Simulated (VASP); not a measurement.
# PbSe in VASP: single point with PBE

Aim: the single point of PbSe with PBE.

All numbers are computed with VASP 6.6.1; they aren't measurements. Logs are shortened: lines on timing, memory, paths and dates and some standing lists are left out, and cuts for length are marked.

## (1) The cell of the first run

The cell holds a slab with vacuum, 4 atoms: a = 4.386 Å, b = 4.790 Å, c = 12.304 Å, α = 94.81°, β = 102.66°, γ = 89.47°.

## (2) Single point, PBE (strained and its atoms moved)

Input file INCAR:

```
ALGO = Normal
EDIFF = 1E-6
ENCUT = 520
GGA = PE
ISIF = 2
ISMEAR = 0
LASPH = True
LCHARG = False
LREAL = False
LWAVE = False
NBANDS = 28
NELM = 100
PREC = Accurate
SIGMA = 0.02
```

Input file KPOINTS:

```
k-points
0
Gamma
  6 6 6
```

Input file POSCAR:

```
PbSe
1.0
    4.3845155166      0.0286967847     -0.0889158838
    0.0184566222      4.7825702277      0.2651003391
   -2.4431821613     -1.6855855661     11.9410286580
Pb Se
2 2
Direct
    0.7919280188      0.8305672764      0.6104219795
    0.2169937591      0.1789619078      0.3871549606
    0.2909333774      0.3225318986      0.6227516190
    0.6699898447      0.7040469171      0.3776934409
```

Potentials or basis: VASP PAW PBE potentials, release 64 (Pb_d, Se).

Run with:

```
cat potpaw_PBE.64/Pb_d/POTCAR potpaw_PBE.64/Se/POTCAR > POTCAR
mpirun -np 1 vasp_std > vasp.out
```

OUTCAR:

```text
EDIFF = 1E-6
   ENCUT = 520
   GGA = PE
   ISIF = 2
   ISMEAR = 0
   LASPH = True
   LREAL = False
   NELM = 100
   PREC = Accurate

 ion  position               nearest neighbor table
   1  0.792  0.831  0.610-   4 2.81   3 3.20   3 3.22   3 3.25   3 3.33   2 3.79   2 4.11
   2  0.217  0.179  0.387-   3 2.87   4 3.02   4 3.24   4 3.30   4 3.45   1 3.79   1 4.11
   3  0.291  0.323  0.623-   2 2.87   1 3.20   1 3.22   1 3.25   1 3.33
   4  0.670  0.704  0.378-   1 2.81   2 3.02   2 3.24   2 3.30   2 3.45

  LATTYP: Found a triclinic cell.
 ALAT       =    12.3044099080
 B/A-ratio  =     0.3564178155
 C/A-ratio  =     0.3892870533
 COS(alpha) =     0.0092636725
 COS(beta)  =     0.0838338138
 COS(gamma) =     0.2190889899

  Lattice vectors:

 A1 = (  -2.4431821613,  -1.6855855661,  11.9410286580)
 A2 = (  -4.3845155166,  -0.0286967847,   0.0889158838)
 A3 = (  -0.0184566222,  -4.7825702277,  -0.2651003391)

Analysis of symmetry for initial positions (statically):
=====================================================================
 Subroutine PRICEL returns:
 Original cell was already a primitive cell.

 Routine SETGRP: Setting up the symmetry group for a
 triclinic supercell.

 Subroutine GETGRP returns: Found  1 space group operations
 (whereof  1 operations were pure point group operations)
 out of a pool of  2 trial point group operations.

The static configuration has the point symmetry C_1 .

Analysis of symmetry for dynamics (positions and initial velocities):
=====================================================================
 Subroutine PRICEL returns:
 Original cell was already a primitive cell.

 Routine SETGRP: Setting up the symmetry group for a
 triclinic supercell.

 Subroutine GETGRP returns: Found  1 space group operations
 (whereof  1 operations were pure point group operations)
 out of a pool of  2 trial point group operations.

The dynamic configuration has the point symmetry C_1 .

 Subroutine INISYM returns: Found  1 space group operations
 (whereof  1 operations are pure point group operations),
 and found     1 'primitive' translations

----------------------------------------------------------------------------------------

                                     Primitive cell

  volume of cell :     251.2926

  direct lattice vectors                    reciprocal lattice vectors
     4.384515517  0.028696785 -0.088915884     0.229038434 -0.003454457  0.046374550
     0.018456622  4.782570228  0.265100339    -0.000767208  0.207480814  0.029130843
    -2.443182161 -1.685585566 11.941028658     0.001722510 -0.004631962  0.083443468

  length of vectors
     4.385510900  4.789947476 12.304409908     0.233711652  0.209517261  0.083589679

  position of ions in fractional coordinates (direct lattice)
     0.791928019  0.830567276  0.610421980
     0.216993759  0.178961908  0.387154961
     0.290933377  0.322531899  0.622751619
     0.669989845  0.704046917  0.377693441

  ion indices of the primitive-cell ions
   primitive index   ion index
                 1           1
                 2           2
                 3           3
                 4           4

----------------------------------------------------------------------------------------

 KPOINTS: k-points

Automatic generation of k-mesh.
 Grid dimensions read from file:
 generate k-points for:    6    6    6

 Generating k-lattice:

  Cartesian coordinates                     Fractional coordinates (reciprocal lattice)
     0.038173072 -0.000575743  0.007729092     0.166666667  0.000000000  0.000000000
    -0.000127868  0.034580136  0.004855141     0.000000000  0.166666667  0.000000000
     0.000287085 -0.000771994  0.013907245     0.000000000 -0.000000000  0.166666667

  Length of vectors
     0.038951942  0.034919544  0.013931613

  Shift w.r.t. Gamma in fractional coordinates (k-lattice)
     0.000000000  0.000000000  0.000000000

 Subroutine IBZKPT returns following result:
 ===========================================

 Found    112 irreducible k-points:

 Following reciprocal coordinates:
            Coordinates               Weight
  0.000000  0.000000  0.000000      1.000000
  0.166667 -0.000000  0.000000      2.000000
  0.333333  0.000000  0.000000      2.000000
  0.500000  0.000000 -0.000000      1.000000
  0.000000  0.166667  0.000000      2.000000
  0.166667  0.166667 -0.000000      2.000000
[... 16 lines left out ...]
  0.333333 -0.000000  0.166667      2.000000
  0.500000 -0.000000  0.166667      2.000000
 [... further k-points ...]
   k-points           NKPTS =    112   k-points in BZ     NKDIM =    112   number of bands    NBANDS=     28
   number of dos      NEDOS =    301   number of ions     NIONS =      4
   total plane-waves  NPLWV = 124416
   dimension x,y,z NGX =    36 NGY =   36 NGZ =   96
   dimension x,y,z NGXF=    72 NGYF=   72 NGZF=  192
   ions per type =               2   2
   NGX,Y,Z   is equivalent  to a cutoff of  13.65, 12.49, 12.97 a.u.
   NGXF,Y,Z  is equivalent  to a cutoff of  27.29, 24.99, 25.94 a.u.
 SYSTEM =  unknown system
   PREC   = accura    normal or accurate (medium, high low for compatibility)
   ISTART =      0    job   : 0-new  1-cont  2-samecut
   ICHARG =      2    charge: 1-file 2-atom 10-const
   ISPIN  =      1    spin polarized calculation?
   LNONCOLLINEAR =      F non collinear calculations
   LSORBIT =      F    spin-orbit coupling
   LASPH  =      T    aspherical Exc in radial PAW
   ENCUT  =  520.0 eV  38.22 Ry    6.18 a.u.   8.15  8.91 22.88*2*pi/ulx,y,z
   NELM   =    100;   NELMIN=  2; NELMDL= -5     # of ELM steps
   EDIFF  = 0.1E-05   stopping-criterion for ELM
   LREAL  =      F    real-space projection
   EDIFFG = 0.1E-04   stopping-criterion for IOM
   NSW    =      0    number of steps for IOM
   IBRION =     -1    ionic relax: 0-MD 1-quasi-New 2-CG
   NFREE  =      0    steps in history (QN), initial steepest desc. (CG)
   ISIF   =      2    stress and relaxation
   ISYM   =      2    0-nonsym 1-usesym 2-fastsym
   POTIM  = 0.5000    time-step for ionic-motion
   TEBEG  =    0.0;   TEEND  =   0.0 temperature during run
   PSTRESS=    0.0 pullay stress
   NELECT =      40.0000    total number of electrons
   NUPDOWN=      -1.0000    fix difference up-down
   EMIN   =  10.00;   EMAX   =-10.00  energy-range for DOS
   EFERMI =   0.00;   METHOD = LEGACY
   ISMEAR =     0;   SIGMA  =   0.02  broadening in eV -4-tet -1-fermi 0-gaus
   EFERMI_NEDOS =   21; number of points for ismear=-14 and -15
   IALGO  =     38    algorithm
   IMIX   =      4    mixing-type and parameters
     AMIX     =   0.40;   BMIX     =  1.00
     AMIX_MAG =   1.60;   BMIX_MAG =  1.00
  volume/ion in A,a.u.               =      62.82       423.95
  Fermi-wavevector in a.u.,A,eV,Ry     =   0.887227  1.676617 10.710131  0.787172
  Thomas-Fermi vector in A             =   2.008498
   LORBIT       =      0    0 simple, 1 ext, 2 COOP (PROOUT), +10 PAW based schemes
   GGA     = PE    functional components
   LHFCALC =     F    Hartree Fock is set to
   AEXX    =    0.0000 exact exchange contribution
   IVDW    =     0    specifies the selected vdW correction
   LEPSILON=     F    determine dielectric tensor
   LRPA    =     F    only Hartree local field effects (RPA)
 non-spin polarized calculation
 Gauss-broadening in eV      SIGMA  =   0.02
  energy-cutoff  :      520.00
  volume of cell :      251.29
 maximum number of plane-waves:      6798
 NGX is ok and might be reduce to    36
   NGX = 17   NGY = 17   NGZ = 45

 number of electron      40.0000002 magnetization

 Free energy of the ion-electron system (eV)
  ---------------------------------------------------
  ext. energy  EPLUGINS =         0.00000000
  ---------------------------------------------------
  free energy    TOTEN  =       -15.81933172 eV

  energy without entropy =      -15.81933172  energy(sigma->0) =      -15.81933172

 E-fermi :  -0.4059     XC(G=0):  -5.3995

 val. band max:       -0.5500485746   @ k =   0.0000   0.5000   0.5000
 cond. band min:       0.4218423010   @ k =   0.5000   0.0000  -0.0000
 fundamental gap:      0.9718908756
 Fermi energy:        -0.4058508348

 k-point     1 :       0.0000    0.0000    0.0000
  band No.  band energies     occupation
      1     -17.0879      2.00000
      2     -17.0652      2.00000
      3     -17.0584      2.00000
      4     -17.0215      2.00000
      5     -17.0173      2.00000
      6     -17.0077      2.00000
[... 20 lines left out ...]
     27       4.6893      0.00000
     28       4.7628      0.00000

 k-point     2 :       0.1667   -0.0000    0.0000
  band No.  band energies     occupation
      1     -17.0816      2.00000
      2     -17.0646      2.00000
      3     -17.0548      2.00000
      4     -17.0208      2.00000
      5     -17.0165      2.00000
      6     -17.0100      2.00000
[... 20 lines left out ...]
     27       4.1615      0.00000
     28       5.3110      0.00000

 k-point     3 :       0.3333    0.0000    0.0000
  band No.  band energies     occupation
      1     -17.0771      2.00000
      2     -17.0575      2.00000
      3     -17.0472      2.00000
      4     -17.0245      2.00000
      5     -17.0180      2.00000
      6     -17.0037      2.00000
[... 20 lines left out ...]
     27       4.6007      0.00000
     28       6.0528      0.00000

 k-point     4 :       0.5000    0.0000   -0.0000
  band No.  band energies     occupation
      1     -17.0775      2.00000
      2     -17.0550      2.00000
      3     -17.0422      2.00000
      4     -17.0232      2.00000
      5     -17.0193      2.00000
      6     -17.0007      2.00000
[... 578 lines left out ...]
     27       4.2372      0.00000
     28       5.3093      0.00000

 k-point    23 :       0.3333   -0.0000    0.1667
  band No.  band energies     occupation
      1     -17.0771      2.00000
      2     -17.0575      2.00000
      3     -17.0471      2.00000
      4     -17.0244      2.00000
      5     -17.0180      2.00000
      6     -17.0037      2.00000
[... 20 lines left out ...]
     27       4.8692      0.00000
     28       5.7581      0.00000

 k-point    24 :       0.5000   -0.0000    0.1667
  band No.  band energies     occupation
      1     -17.0775      2.00000
      2     -17.0551      2.00000
      3     -17.0422      2.00000
      4     -17.0232      2.00000
      5     -17.0193      2.00000
      6     -17.0007      2.00000
[... 20 lines left out ...]
     27       5.3221      0.00000
     28       5.9076      0.00000

 [... further k-points ...]

------------------------ aborting loop because EDIFF is reached ----------------------------------------

  FORCE on cell =-STRESS in cart. coord.  units (eV):
  Direction    XX          YY          ZZ          XY          YZ          ZX
  --------------------------------------------------------------------------------------
  -------------------------------------------------------------------------------------
  Total       -1.5220686     -3.9598584     -0.7019048     -0.5040405     -1.6433321      0.6116006
  in kB       -9.7043210    -25.2470467     -4.4751657     -3.2136337    -10.4774664      3.8994096
  external PRESSURE =     -13.1421778 kB  Pullay stress =       0.0000000 kB

 VOLUME and BASIS-vectors are now :
 -----------------------------------------------------------------------------
  energy-cutoff  :      520.00
  volume of cell :      251.29
      direct lattice vectors                 reciprocal lattice vectors
     4.384515517  0.028696785 -0.088915884     0.229038434 -0.003454457  0.046374550
     0.018456622  4.782570228  0.265100339    -0.000767208  0.207480814  0.029130843
    -2.443182161 -1.685585566 11.941028658     0.001722510 -0.004631962  0.083443468

 POSITION                                       TOTAL-FORCE (eV/Angst)
 -----------------------------------------------------------------------------------
      1.99618      2.96605      7.43884         0.110757     -0.125904      0.121498
      0.00883      0.20954      4.65118        -0.157525      0.144103      0.103602
     -0.23994      0.50118      7.49593         0.108009     -0.374899     -0.312280
      2.02780      2.74975      4.63712        -0.061242      0.356700      0.087180
 -----------------------------------------------------------------------------------
    total drift:                                0.000439      0.000595     -0.000087

  FREE ENERGIE OF THE ION-ELECTRON SYSTEM (eV)
  ---------------------------------------------------
  free  energy   TOTEN  =       -15.8193317223 eV

  energy  without entropy=      -15.8193317223  energy(sigma->0) =      -15.81933172
```

Wall time 11 min (1 thread of Intel Xeon Platinum 8259CL at 2.50GHz (Skylake/Cascade Lake), shared host); peak memory 0.81 GiB.

What came out:

* Free energy: -15.8193 eV
* Largest force: 0.500 eV/Å
* Band gap on the k mesh: 0.97 eV, indirect (least direct gap 1.39 eV)

Forces on the atoms (eV/Å):
```
Pb   0.111 -0.126  0.121
Pb  -0.158  0.144  0.104
Se   0.108 -0.375 -0.312
Se  -0.061  0.357  0.087
```

Caveat: the cell differs from its parent crystal (strained and its atoms moved); spin-orbit coupling is left out, which moves the levels of the heavy elements.
